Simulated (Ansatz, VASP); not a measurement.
**As in VASP and in Ansatz**

INCAR

```
SYSTEM = As
PREC     = Accurate       ! precision mode
ENCUT    = 520            ! plane-wave cutoff, eV
EDIFF    = 1E-6           ! SCF threshold, eV
ISMEAR   = -1             ! smearing method
SIGMA    = 0.05           ! smearing width, eV
LREAL    = .FALSE.        ! projectors in reciprocal space
LASPH    = .TRUE.         ! aspherical terms in the spheres
NELM     = 150            ! most SCF steps
ALGO     = Normal         ! electronic algorithm
ISIF     = 2              ! what is computed and relaxed
LWAVE    = .FALSE.        ! write WAVECAR
LCHARG   = .FALSE.        ! write CHGCAR
MAGMOM   = 0 0 0          ! initial moments
LORBIT   = 11             ! projections on sites
LSORBIT  = .TRUE.         ! spin-orbit coupling
GGA_COMPAT= .FALSE.      
LORBMOM  = .TRUE.       
GGA      = PS             ! functional
NBANDS   = 16             ! bands
```

File KPOINTS:

```
Automatic mesh
0
G
  8 8 8
  0 0 0
```

POSCAR

```
As
1.0
    2.7036817444      0.0000000000      0.0000000000
    0.0000000000      2.7036817444      0.0000000000
    0.0000000000      0.0000000000      2.7036817444
As
1
Direct
    0.5000000000      0.5000000000      0.5000000000
```

File input.yaml:

```yaml
crystal:
  lattice:
    - [2.7036817444, 0.0, 0.0]
    - [0.0, 2.7036817444, 0.0]
    - [0.0, 0.0, 2.7036817444]
  atoms:
    - { symbol: As, position: [0.5, 0.5, 0.5] }
kpoints:
  mp_grid: { grid: [8, 8, 8] }
  band_path:
    path:
      - [0.0, 0.0, 0.0]
      - [0.0, 0.5, 0.0]
      - [0.5, 0.5, 0.0]
      - [0.0, 0.0, 0.0]
      - [0.5, 0.5, 0.5]
      - [0.0, 0.5, 0.0]
    npoints: 8
scf:
  occupations: { method: fermi_dirac, width: 0.05 }
hamiltonian:
  xc: pbesol
  pseudopotentials: { kind: all_electron, lapw: { basis_error: 0.001 } }
magnetization:
  noncollinear: true
  spin_orbit: true
output:
  forces: true
  stress: true
  eigenvalues: true
```

Alike in both runs: functional PBEsol; k mesh 8 × 8 × 8; occupations fermi-dirac, width 0.05 eV; non-collinear spin, spin-orbit coupling.

|  | VASP | Ansatz |
| --- | --- | --- |
| version | VASP 6.6.1 | Ansatz 0.2.0 |
| potentials or method | VASP PAW PBE potentials, release 64 (As), cutoff 520 eV | all-electron LAPW, relativistic spinors |
| task | single point | band structure |

```tsv
	VASP	Ansatz	Ansatz less VASP
pressure (GPa)	-0.1	-0.4	-0.31
net moment per atom (μB)	0.00	0.00	0.000
```

VASP's potentials were made for PBE, not for PBEsol. Ansatz ran all-electron here, and VASP with PAW potentials.

Noted on Ansatz's run: the k mesh is thin for a metal, which can move the energy by tens of meV per atom.
